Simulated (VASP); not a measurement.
A run of VASP 6.6.1:

INCAR

```
  PREC = Accurate
  ENCUT = 520
  EDIFF = 1E-8
  ISMEAR = -1
  SIGMA = 0.01
  LREAL = False
  LASPH = True
  NELM = 80
  ALGO = Normal
  ISIF = 2
  LWAVE = False
  LCHARG = False
  GGA = PE
  LEFG = True
  NBANDS = 28
```

File KPOINTS:

```
Automatic mesh
0
Gamma
  8 8 6
```

POSCAR

```
SnO
1.0
    3.7764824526      0.0000000000      0.0000000000
    0.0000000000      3.7764824526      0.0000000000
    0.0000000000      0.0000000000      4.8035426462
Sn O
2 2
Direct
    0.0000000000      0.5000000000      0.2385000000
    0.5000000000      0.0000000000      0.7615000000
    0.0000000000      0.0000000000      0.0000000000
    0.5000000000      0.5000000000      0.0000000000
```

Potentials or basis: VASP PAW PBE potentials, release 64 (Sn_d, O).

Command:

```sh
$ cat potpaw_PBE.64/Sn_d/POTCAR potpaw_PBE.64/O/POTCAR > POTCAR
$ mpirun -np 1 vasp_std > vasp.out
```

Hardware: 1 thread of Intel(R) Xeon(R) 6975P-C (Granite Rapids), on a shared host.

Question: Estimate the wall time of this run.

Answer: It took 70 s on 1 thread of Intel(R) Xeon(R) 6975P-C (Granite Rapids), on a shared host, peak memory 0.22 GiB. Counts: scf iterations 19, k points 60.
